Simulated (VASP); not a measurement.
Here is a VASP 6.6.1 calculation.

INCAR

```
ALGO = Normal
EDIFF = 1E-7
ENCUT = 520
GGA = PS
ISIF = 2
ISMEAR = 1
LASPH = T
LCHARG = F
LREAL = F
LWAVE = F
NBANDS = 30
NELM = 80
PREC = Accurate
SIGMA = 0.02
```

Contents of KPOINTS:

```
k-points
0
Gamma
  5 5 5
```

File POSCAR:

```
LuAg2
1.0
   -1.8189340000      1.8189340000      4.5274670000
    1.8189340000     -1.8189340000      4.5274670000
    1.8189340000      1.8189340000     -4.5274670000
Lu Ag
1 2
Direct
    0.0000000000      0.0000000000      0.0000000000
    0.6683900000      0.6683900000      0.0000000000
    0.3316100000      0.3316100000      0.0000000000
```

Potentials or basis: VASP PAW PBE potentials, release 64 (Lu, Ag).

Run with:

```bash
$ cat potpaw_PBE.64/Lu/POTCAR potpaw_PBE.64/Ag/POTCAR > POTCAR
$ mpirun -np 1 vasp_std > vasp.out
```

Problem. Predict the pressure.

Solution. -2.3 GPa.

Problem. Estimate the largest force.

Solution. 0.085 eV/Å.

Forces in eV/Å, atoms in the order of the input:
```
Lu   0.000  0.000  0.000
Ag   0.000  0.000  0.085
Ag   0.000  0.000 -0.085
```

Caveat: the k points lie up to 0.49 Å⁻¹ apart; the PAW data sets were made with another functional, which shifts forces and pressure a little.
